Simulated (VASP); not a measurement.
# Os (P6_3/mmc) in VASP: notebook

The runs below take Os through single point, with PBEsol.

All numbers are computed with VASP 6.6.1; they aren't measurements. Logs are shortened: lines on timing, memory, paths and dates and some standing lists are left out, and cuts for length are marked.

### Step 1. The cell of the first run

The structure is hexagonal, space group P6_3/mmc (No. 194). The conventional cell has a = 2.734 Å, b = 2.734 Å, c = 3.672 Å, α = 90.00°, β = 90.00°, γ = 120.00°. Os (site symmetry -6m2) has 12 Os at 2.42 to 2.73 Å within 3.2 Å.

### Step 2. Single point, PBEsol (strain -0.1500 x Voigt [0, 0, 1, 0, 0, 0])

The input, INCAR:

```
SYSTEM = Os
ALGO = Normal ; EDIFF = 1E-6
ENCUT = 520 ; GGA = PS
ISIF = 2 ; ISMEAR = 0
LASPH = .True. ; LCHARG = .False.
LREAL = .False. ; LWAVE = .False.
NBANDS = 15 ; NELM = 100
PREC = Accurate ; SIGMA = 0.15
```

The input, KPOINTS:

```
k-points
0
Gamma
  18 18 12
  0 0 0
```

The input, POSCAR:

```
Os
1.0
    2.7340999755      0.0000000000      0.0000000000
   -1.3670499878      2.3678000353      0.0000000000
    0.0000000000      0.0000000000      3.6717450000
Os
2
Direct
    0.3333333333      0.6666666667      0.2500000000
    0.6666666667      0.3333333333      0.7500000000
```

Potentials or basis: VASP PAW PBE potentials, release 64 (Os).

Run with:

```console
$ cat potpaw_PBE.64/Os/POTCAR > POTCAR
$ mpirun -np 1 vasp_std > vasp.out
```

OUTCAR:

```text
SYSTEM = Os
   EDIFF = 1E-6
   ENCUT = 520
   GGA = PS
   ISIF = 2
   ISMEAR = 0
   LASPH = .True.
   LREAL = .False.
   NELM = 100
   PREC = Accurate

 ion  position               nearest neighbor table
   1  0.333  0.667  0.250-   2 2.42   2 2.42   2 2.42   2 2.42   2 2.42   2 2.42
   2  0.667  0.333  0.750-   1 2.42   1 2.42   1 2.42   1 2.42   1 2.42   1 2.42

  LATTYP: Found a hexagonal cell.
 ALAT       =     2.7340999755
 C/A-ratio  =     1.3429446739

  Lattice vectors:

 A1 = (   2.7340999755,   0.0000000000,   0.0000000000)
 A2 = (  -1.3670499878,   2.3678000353,   0.0000000000)
 A3 = (   0.0000000000,   0.0000000000,   3.6717450000)

Analysis of symmetry for initial positions (statically):
=====================================================================
 Subroutine PRICEL returns:
 Original cell was already a primitive cell.

 Routine SETGRP: Setting up the symmetry group for a
 hexagonal supercell.

 Subroutine GETGRP returns: Found 24 space group operations
 (whereof 12 operations were pure point group operations)
 out of a pool of 24 trial point group operations.

The static configuration has the point symmetry D_3d.
 The point group associated with its full space group is D_6h.

Analysis of symmetry for dynamics (positions and initial velocities):
=====================================================================
 Subroutine PRICEL returns:
 Original cell was already a primitive cell.

 Routine SETGRP: Setting up the symmetry group for a
 hexagonal supercell.

 Subroutine GETGRP returns: Found 24 space group operations
 (whereof 12 operations were pure point group operations)
 out of a pool of 24 trial point group operations.

The dynamic configuration has the point symmetry D_3d.
 The point group associated with its full space group is D_6h.

 Subroutine INISYM returns: Found 24 space group operations
 (whereof 12 operations are pure point group operations),
 and found     1 'primitive' translations

----------------------------------------------------------------------------------------

                                     Primitive cell

  volume of cell :      23.7702

  direct lattice vectors                    reciprocal lattice vectors
     2.734099975  0.000000000  0.000000000     0.365751073  0.211166481  0.000000000
    -1.367049988  2.367800035  0.000000000     0.000000000  0.422332961  0.000000000
     0.000000000  0.000000000  3.671745000     0.000000000  0.000000000  0.272350068

  length of vectors
[... 87 lines left out ...]
   NFREE  =      0    steps in history (QN), initial steepest desc. (CG)
   ISIF   =      2    stress and relaxation
   ISYM   =      2    0-nonsym 1-usesym 2-fastsym
   POTIM  = 0.5000    time-step for ionic-motion
   TEBEG  =    0.0;   TEEND  =   0.0 temperature during run
   PSTRESS=    0.0 pullay stress
   NELECT =      16.0000    total number of electrons
   NUPDOWN=      -1.0000    fix difference up-down
   EMIN   =  10.00;   EMAX   =-10.00  energy-range for DOS
   EFERMI =   0.00;   METHOD = LEGACY
   ISMEAR =     0;   SIGMA  =   0.15  broadening in eV -4-tet -1-fermi 0-gaus
   EFERMI_NEDOS =   21; number of points for ismear=-14 and -15
   IALGO  =     38    algorithm
   IMIX   =      4    mixing-type and parameters
     AMIX     =   0.40;   BMIX     =  1.00
     AMIX_MAG =   1.60;   BMIX_MAG =  1.00
  volume/ion in A,a.u.               =      11.89        80.20
  Fermi-wavevector in a.u.,A,eV,Ry     =   1.434732  2.711251 28.007001  2.058457
  Thomas-Fermi vector in A             =   2.554108
   LORBIT       =      0    0 simple, 1 ext, 2 COOP (PROOUT), +10 PAW based schemes
   GGA     = PS    functional components
   LHFCALC =     F    Hartree Fock is set to
   AEXX    =    0.0000 exact exchange contribution
   IVDW    =     0    specifies the selected vdW correction
   LEPSILON=     F    determine dielectric tensor
   LRPA    =     F    only Hartree local field effects (RPA)
 non-spin polarized calculation
 Gauss-broadening in eV      SIGMA  =   0.15
  energy-cutoff  :      520.00
  volume of cell :       23.77
 maximum number of plane-waves:       660
   NGX = 11   NGY = 11   NGZ = 13

 number of electron      15.9999999 magnetization

 Free energy of the ion-electron system (eV)
  ---------------------------------------------------
  ext. energy  EPLUGINS =         0.00000000
  ---------------------------------------------------
  free energy    TOTEN  =       -22.09439526 eV

  energy without entropy =      -22.08365865  energy(sigma->0) =      -22.08902696

 E-fermi :  12.0856     XC(G=0): -15.0631

 val. band max:       12.0845168009   @ k =   0.0556   0.0556   0.3333
 cond. band min:      12.0890766842   @ k =   0.0556   0.0556   0.0833
 fundamental gap:      0.0045598833
 Fermi energy:        12.0855524999

 k-point     1 :       0.0000    0.0000    0.0000
  band No.  band energies     occupation
      1      -0.4757      2.00000
      2       2.2411      2.00000
      3       7.6394      2.00000
      4       7.6394      2.00000
      5       8.2669      2.00000
      6       8.2669      2.00000
      7       9.3936      2.00000
      8       9.3936      2.00000
      9      10.6697      2.00000
     10      14.0334      0.00000
     11      14.0334      0.00000
     12      14.6108      0.00000
     13      24.7694      0.00000
     14      25.5101      0.00000
[... 401 lines left out ...]
      2       3.8206      2.00000
      3       4.0530      2.00000
      4       6.5596      2.00000
      5       7.1272      2.00000
      6      10.1135      2.00000
      7      10.8280      2.00000
      8      13.4685      0.00000
      9      14.2683      0.00000
     10      15.7691      0.00000
     11      16.7565      0.00000
     12      18.8112      0.00000
     13      22.3159      0.00000
     14      24.4329      0.00000
     15      27.5771      0.00000

 [... further k-points ...]
[... 5 lines left out ...]
  --------------------------------------------------------------------------------------
  -------------------------------------------------------------------------------------
  Total       11.4308359     11.4308359     32.3241314     -0.0000000     -0.0000000      0.0000000
  in kB      770.4716191    770.4716191   2178.7405663     -0.0000000     -0.0000000      0.0000000
  external PRESSURE =    1239.8946015 kB  Pullay stress =       0.0000000 kB

 VOLUME and BASIS-vectors are now :
 -----------------------------------------------------------------------------
  energy-cutoff  :      520.00
  volume of cell :       23.77
      direct lattice vectors                 reciprocal lattice vectors
     2.734099975  0.000000000  0.000000000     0.365751073  0.211166481  0.000000000
    -1.367049988  2.367800035  0.000000000     0.000000000  0.422332961  0.000000000
     0.000000000  0.000000000  3.671745000     0.000000000  0.000000000  0.272350068

 POSITION                                       TOTAL-FORCE (eV/Angst)
 -----------------------------------------------------------------------------------
     -0.00000      1.57853      0.91794         0.000000     -0.000000      0.000000
      1.36705      0.78927      2.75381        -0.000000      0.000000      0.000000
 -----------------------------------------------------------------------------------
    total drift:                               -0.000000      0.000000     -0.000000

  FREE ENERGIE OF THE ION-ELECTRON SYSTEM (eV)
  ---------------------------------------------------
  free  energy   TOTEN  =       -22.0943952610 eV

  energy  without entropy=      -22.0836586512  energy(sigma->0) =      -22.08902696
```

OSZICAR:

```text
N       E                     dE             d eps       ncg     rms          rms(c)
DAV:   1     0.116082820973E+03    0.11608E+03   -0.76552E+03  7778   0.105E+03
DAV:   2    -0.187957898310E+02   -0.13488E+03   -0.11906E+03  7847   0.351E+02
DAV:   3    -0.233072524286E+02   -0.45115E+01   -0.44015E+01 10535   0.586E+01
DAV:   4    -0.233342337747E+02   -0.26981E-01   -0.26967E-01  8393   0.450E+00
DAV:   5    -0.233343685070E+02   -0.13473E-03   -0.13473E-03 10808   0.307E-01    0.353E+01
DAV:   6    -0.224659212213E+02    0.86845E+00   -0.41105E-01  9800   0.520E+00    0.191E+01
DAV:   7    -0.221005002564E+02    0.36542E+00   -0.46744E-01  9667   0.544E+00    0.883E-01
DAV:   8    -0.220945173324E+02    0.59829E-02   -0.20906E-02  8715   0.134E+00    0.177E-01
DAV:   9    -0.220944551554E+02    0.62177E-04   -0.18534E-04 10227   0.127E-01    0.388E-02
DAV:  10    -0.220943966354E+02    0.58520E-04   -0.25436E-05  9044   0.557E-02    0.912E-03
DAV:  11    -0.220943951252E+02    0.15102E-05   -0.14856E-06  8012   0.113E-02    0.260E-03
DAV:  12    -0.220943952610E+02   -0.13580E-06   -0.11639E-07  5341   0.356E-03
   1 F= -.22094395E+02 E0= -.22089027E+02  d E =-.107366E-01
```

It took 25 s on 1 thread of Intel Xeon 6975P-C (Granite Rapids), shared host; peak memory 0.19 GiB.

Results:

```
Free energy            : -22.0944 eV
Pressure               : 124.0 GPa
Band gap on the k mesh : zero (band 8 reaches 14.59 eV, above the bottom of band 9 at 10.28 eV)
```

Caveat: the cell differs from its parent crystal (strain -0.1500 x Voigt [0, 0, 1, 0, 0, 0]); the PAW data sets were made with another functional, which shifts forces and pressure a little; spin-orbit coupling is left out, which moves the levels of the heavy elements.

### Step 3. Single point, PBEsol (strain -0.1125 x Voigt [0, 0, 1, 0, 0, 0])

The input, INCAR:

```
PREC     = Accurate       # precision mode
ENCUT    = 520            # plane-wave cutoff, eV
EDIFF    = 1E-6           # SCF threshold, eV
ISMEAR   = 0              # smearing method
SIGMA    = 0.15           # smearing width, eV
LREAL    = False          # projectors in reciprocal space
LASPH    = True           # aspherical terms in the spheres
NELM     = 60             # most SCF steps
ALGO     = Normal         # electronic algorithm
ISIF     = 2              # what is computed and relaxed
LWAVE    = False          # write WAVECAR
LCHARG   = True           # write CHGCAR
GGA      = PS             # functional
LELF     = True           # ELF
LVHAR    = True         
NBANDS   = 15             # bands
```

The input, KPOINTS:

```
regular mesh
0
Gamma
  18 18 12
```

Changes to POSCAR since step 2:

```diff
@@ -4,3 +4,3 @@
    -1.3670499878      2.3678000353      0.0000000000
-    0.0000000000      0.0000000000      3.6717450000
+    0.0000000000      0.0000000000      3.8337337500
 Os
```

Potentials or basis: VASP PAW PBE potentials, release 64 (Os).

Run with:

```console
$ cat potpaw_PBE.64/Os/POTCAR > POTCAR
$ mpirun -np 1 vasp_std > vasp.out
```

Run time: 29 s. Hardware: 1 thread of Intel Xeon 6975P-C (Granite Rapids), shared host; peak memory 0.2 GiB.

Results (log left out):

| Quantity | Value |
| --- | --- |
| Free energy | -23.2746 eV |
| Pressure | 78.8 GPa |
| Band gap on the k mesh | zero (band 8 reaches 13.63 eV, above the bottom of band 9 at 9.25 eV) |

Stress tensor (GPa, compression positive):
```
 46.12   0.00   0.00
  0.00  46.12   0.00
  0.00   0.00 144.30
```

Levels at points of the mesh, in eV from the Fermi level:
| k point | band 4 | band 5 | band 6 | band 7 | band 8 | band 9 | band 10 | band 11 | band 12 | band 13 |
| --- | --- | --- | --- | --- | --- | --- | --- | --- | --- | --- |
| (0.00, 0.00, 0.00) | -4.03 | -3.18 | -3.18 | -2.57 | -2.57 | -1.83 | 1.70 | 1.88 | 1.88 | 11.80 |
| (0.50, 0.00, 0.00) | -5.39 | -3.80 | -1.99 | -1.25 | 1.27 | 2.46 | 4.10 | 4.58 | 5.87 | 10.89 |
| (0.00, 0.00, 0.50) | -4.73 | -4.73 | -4.73 | -3.44 | -3.44 | 1.39 | 1.39 | 1.39 | 1.39 | 12.98 |
| (0.50, 0.00, 0.50) | -5.84 | -2.16 | -2.16 | -0.29 | -0.29 | 2.05 | 2.05 | 3.46 | 3.46 | 10.37 |

Caveat: the cell differs from its parent crystal (strain -0.1125 x Voigt [0, 0, 1, 0, 0, 0]); the PAW data sets were made with another functional, which shifts forces and pressure a little; spin-orbit coupling is left out, which moves the levels of the heavy elements.

### Step 4. Single point, PBEsol (strain -0.0750 x Voigt [0, 0, 1, 0, 0, 0])

The input, INCAR:

```
SYSTEM = Os
PREC = Accurate
ENCUT = 520
EDIFF = 1E-6
ISMEAR = 0
SIGMA = 0.15
LREAL = .FALSE.
LASPH = .TRUE.
NELM = 100
ALGO = Fast
ISIF = 2
LWAVE = .FALSE.
LCHARG = .FALSE.
GGA = PS
NBANDS = 15
```

The input, KPOINTS:

```
regular mesh
0
G
  18 18 12
  0 0 0
```

Changes to POSCAR since step 3:

```diff
@@ -4,3 +4,3 @@
    -1.3670499878      2.3678000353      0.0000000000
-    0.0000000000      0.0000000000      3.8337337500
+    0.0000000000      0.0000000000      3.9957225000
 Os
```

Potentials or basis: VASP PAW PBE potentials, release 64 (Os).

Run with:

```console
$ cat potpaw_PBE.64/Os/POTCAR > POTCAR
$ mpirun -np 1 vasp_std > vasp.out
```

OUTCAR:

```text
SYSTEM = Os
   PREC = Accurate
   ENCUT = 520
   EDIFF = 1E-6
   ISMEAR = 0
   LREAL = .FALSE.
   LASPH = .TRUE.
   NELM = 100
   ISIF = 2
   GGA = PS

 ion  position               nearest neighbor table
   1  0.333  0.667  0.250-   2 2.55   2 2.55   2 2.55   2 2.55   2 2.55   2 2.55
   2  0.667  0.333  0.750-   1 2.55   1 2.55   1 2.55   1 2.55   1 2.55   1 2.55

  LATTYP: Found a hexagonal cell.
 ALAT       =     2.7340999755
 C/A-ratio  =     1.4614397922

  Lattice vectors:

 A1 = (   2.7340999755,   0.0000000000,   0.0000000000)
 A2 = (  -1.3670499878,   2.3678000353,   0.0000000000)
 A3 = (   0.0000000000,   0.0000000000,   3.9957225000)

Analysis of symmetry for initial positions (statically):
=====================================================================
 Subroutine PRICEL returns:
 Original cell was already a primitive cell.

 Routine SETGRP: Setting up the symmetry group for a
 hexagonal supercell.

 Subroutine GETGRP returns: Found 24 space group operations
 (whereof 12 operations were pure point group operations)
 out of a pool of 24 trial point group operations.

The static configuration has the point symmetry D_3d.
[... 180 lines left out ...]
      8       8.1594      2.00000
      9       8.3888      2.00000
     10      11.6158      0.00000
     11      12.4156      0.00000
     12      12.4156      0.00000
     13      21.4856      0.00000
     14      24.2138      0.00000
[... 401 lines left out ...]
      2       3.1194      2.00000
      3       3.4460      2.00000
      4       6.0409      2.00000
      5       6.3923      2.00000
      6       8.1702      2.00000
      7       8.9502      2.00000
      8      12.3516      0.00000
      9      12.5071      0.00000
     10      14.0620      0.00000
     11      14.4325      0.00000
     12      17.4287      0.00000
     13      20.8472      0.00000
     14      21.3755      0.00000
     15      24.8233      0.00000

 [... further k-points ...]

------------------------ aborting loop because EDIFF is reached ----------------------------------------

  FORCE on cell =-STRESS in cart. coord.  units (eV):
  Direction    XX          YY          ZZ          XY          YZ          ZX
  --------------------------------------------------------------------------------------
  -------------------------------------------------------------------------------------
  Total        3.9342890      3.9342890     13.4077447     -0.0000000      0.0000000      0.0000000
  in kB      243.6812461    243.6812461    830.4463511     -0.0000000      0.0000000      0.0000000
  external PRESSURE =     439.2696144 kB  Pullay stress =       0.0000000 kB

 VOLUME and BASIS-vectors are now :
 -----------------------------------------------------------------------------
  energy-cutoff  :      520.00
  volume of cell :       25.87
      direct lattice vectors                 reciprocal lattice vectors
     2.734099975  0.000000000  0.000000000     0.365751073  0.211166481  0.000000000
    -1.367049988  2.367800035  0.000000000     0.000000000  0.422332961  0.000000000
     0.000000000  0.000000000  3.995722500     0.000000000  0.000000000  0.250267630

 POSITION                                       TOTAL-FORCE (eV/Angst)
 -----------------------------------------------------------------------------------
     -0.00000      1.57853      0.99893        -0.000000      0.000000      0.000000
      1.36705      0.78927      2.99679         0.000000     -0.000000      0.000000
 -----------------------------------------------------------------------------------
    total drift:                               -0.000000      0.000000     -0.000000

  FREE ENERGIE OF THE ION-ELECTRON SYSTEM (eV)
  ---------------------------------------------------
  free  energy   TOTEN  =       -24.0105978694 eV

  energy  without entropy=      -23.9983252216  energy(sigma->0) =      -24.00446155
```

OSZICAR:

```text
N       E                     dE             d eps       ncg     rms          rms(c)
DAV:   1     0.106264677331E+03    0.10626E+03   -0.74958E+03  7778   0.104E+03
DAV:   2    -0.208318677919E+02   -0.12710E+03   -0.11072E+03  7875   0.336E+02
DAV:   3    -0.253828326139E+02   -0.45510E+01   -0.44280E+01 10612   0.571E+01
DAV:   4    -0.254123330077E+02   -0.29500E-01   -0.29485E-01  8435   0.464E+00
DAV:   5    -0.254124833162E+02   -0.15031E-03   -0.15030E-03 10773   0.320E-01    0.290E+01
RMM:   6    -0.243692272005E+02    0.10433E+01   -0.62420E-01  7790   0.577E+00    0.131E+01
RMM:   7    -0.240171055430E+02    0.35212E+00   -0.83486E-01  7942   0.566E+00    0.107E+00
RMM:   8    -0.240146074642E+02    0.24981E-02   -0.43504E-02  8422   0.253E+00    0.190E+00
RMM:   9    -0.240158013336E+02   -0.11939E-02   -0.15037E-02  8609   0.809E-01    0.110E+00
RMM:  10    -0.240106348809E+02    0.51665E-02   -0.12156E-02  8005   0.120E+00    0.949E-01
RMM:  11    -0.240106028046E+02    0.32076E-04   -0.72921E-04  8577   0.261E-01    0.840E-01
RMM:  12    -0.240106054153E+02   -0.26107E-05   -0.30197E-05  8789   0.507E-02    0.263E-01
RMM:  13    -0.240105973545E+02    0.80607E-05   -0.17951E-05  8450   0.279E-02    0.227E-01
RMM:  14    -0.240105984720E+02   -0.11175E-05   -0.48757E-06  8552   0.150E-02    0.176E-01
RMM:  15    -0.240105978694E+02    0.60261E-06   -0.54441E-07  5231   0.927E-03
   1 F= -.24010598E+02 E0= -.24004462E+02  d E =-.122726E-01
```

stdout:

```text
POSCAR found type information on POSCAR Os
 POSCAR found :  1 types and       2 ions
 scaLAPACK will be used
 -----------------------------------------------------------------------------
|                                                                             |
|                                                                             |
|     You enforced a specific xc type in the INCAR file but a different       |
|     I HOPE YOU KNOW WHAT YOU ARE DOING!                                     |
|                                                                             |
 -----------------------------------------------------------------------------

 LDA part: xc-table for (Slater+PW92), standard interpolation
 POSCAR, INCAR and KPOINTS ok, starting setup
 FFT: planning ... GRIDC
 FFT: planning ... GRID_SOFT
 FFT: planning ... GRID
 WAVECAR not read
 entering main loop
```

Wall time 36 s (1 thread of Intel Xeon 6975P-C (Granite Rapids), shared host); peak memory 0.2 GiB.

What came out:

```yaml
Free_energy: -24.0106 eV
Pressure: 43.9 GPa
Band_gap_on_the_k_mesh: zero (band 8 reaches 12.65 eV, above the bottom of band 9 at 8.31 eV)
```

Levels at points of the mesh, in eV from the Fermi level:
| k point | band 5 | band 6 | band 7 | band 8 | band 9 | band 10 | band 11 | band 12 |
| --- | --- | --- | --- | --- | --- | --- | --- | --- |
| (0.00, 0.00, 0.00) | -2.58 | -2.58 | -2.43 | -2.43 | -2.20 | 1.02 | 1.82 | 1.82 |
| (0.50, 0.00, 0.00) | -3.50 | -2.25 | -1.50 | 1.58 | 2.51 | 3.59 | 4.58 | 5.85 |
| (0.00, 0.00, 0.50) | -4.15 | -4.15 | -3.53 | -3.53 | 1.16 | 1.16 | 1.16 | 1.16 |
| (0.50, 0.00, 0.50) | -1.80 | -1.80 | -0.26 | -0.26 | 2.17 | 2.17 | 3.48 | 3.48 |

Caveat: the cell differs from its parent crystal (strain -0.0750 x Voigt [0, 0, 1, 0, 0, 0]); the PAW data sets were made with another functional, which shifts forces and pressure a little; spin-orbit coupling is left out, which moves the levels of the heavy elements.

(Part 1 of 2 ends here.)
